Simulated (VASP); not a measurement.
The system is SrO.

```
CELL_PARAMETERS angstrom
0.00000 2.51391 2.51391
2.51391 0.00000 2.51391
2.51391 2.51391 0.00000
ATOMIC_POSITIONS crystal
Sr 0.50000 0.50000 0.50000
O 0.00000 0.00000 0.00000
```

Base run:

| Quantity | Value |
| --- | --- |
| Program | VASP 6.6.1 |
| Functional | r2SCAN |
| Potentials or basis | VASP PAW PBE potentials, release 64 (Sr_sv, O) |
| Cutoff | 520 eV |
| k mesh | 9 × 9 × 9 |
| Occupations | fermi-dirac, width 0.05 eV |
| Spin | no spin polarisation |

Its results: band gap on the k mesh 3.76 eV, indirect (least direct gap 3.80 eV); pressure 9.4 GPa.

The run is repeated on the same cell with these changes: dispersion from none to rVV10. What comes out?

Band gap on the k mesh 3.71 eV, indirect (least direct gap 3.75 eV); pressure 8.4 GPa.

Dispersion adds attraction, which lowers the pressure at fixed volume.

Caveats: the PAW data sets were made with another functional, which shifts forces and pressure a little.

A k mesh can miss the band edges.
